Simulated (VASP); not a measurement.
Wanted: the native input for a VASP 6.6.1 run.

| Property | Result |
| --- | --- |
| Task | single point |
| Functional | LDA |
| Potentials or basis | VASP PAW LDA potentials, release 64 (Pb_d) |
| Cutoff | 520 eV |
| k mesh | 10 × 10 × 10 |
| Occupations | fermi-dirac, width 0.08 eV |
| Spin | no spin polarisation |
| Dipole correction | no |
| Further INCAR settings | ALGO = Normal; EDIFF = 1e-07; NBANDS = 21 |

The structure of Pb lies in POSCAR:

```
Pb
1.0
    0.0000000000      3.4121197221      3.4121197221
    3.4121197221      0.0000000000      3.4121197221
    3.4121197221      3.4121197221      0.0000000000
Pb
2
Direct
   -0.1250000000     -0.1250000000     -0.1250000000
    0.1250000000      0.1250000000      0.1250000000
```

The input as run:

INCAR

```
SYSTEM = Pb
ALGO     = Normal         ! electronic algorithm
EDIFF    = 1E-7           ! SCF threshold, eV
ENCUT    = 520            ! plane-wave cutoff, eV
ISIF     = 2              ! what is computed and relaxed
ISMEAR   = -1             ! smearing method
LASPH    = .True.         ! aspherical terms in the spheres
LCHARG   = .True.         ! write CHGCAR
LELF     = .True.         ! ELF
LREAL    = .False.        ! projectors in reciprocal space
LVHAR    = .True.       
LWAVE    = .False.        ! write WAVECAR
NBANDS   = 21             ! bands
NELM     = 60             ! most SCF steps
PREC     = Accurate       ! precision mode
SIGMA    = 0.08           ! smearing width, eV
```

KPOINTS

```
k-points
0
Gamma
  10 10 10
  0 0 0
```

Potentials or basis: VASP PAW LDA potentials, release 64 (Pb_d).

The run is started by

```sh
$ cat potpaw_LDA.64/Pb_d/POTCAR > POTCAR
$ mpirun -np 1 vasp_std > vasp.out
```

Results of the run:

```json
{"Pressure": "0.0 GPa", "Band gap on the k mesh": "zero (band 14 reaches 4.68 eV, above the bottom of band 15 at 3.49 eV)"}
```

Caveat: spin-orbit coupling is left out, which moves the levels of the heavy elements.

Wall time 25 s on 1 thread of Intel(R) Xeon(R) 6975P-C (Granite Rapids), with other jobs on the host, peak memory 0.2 GiB.
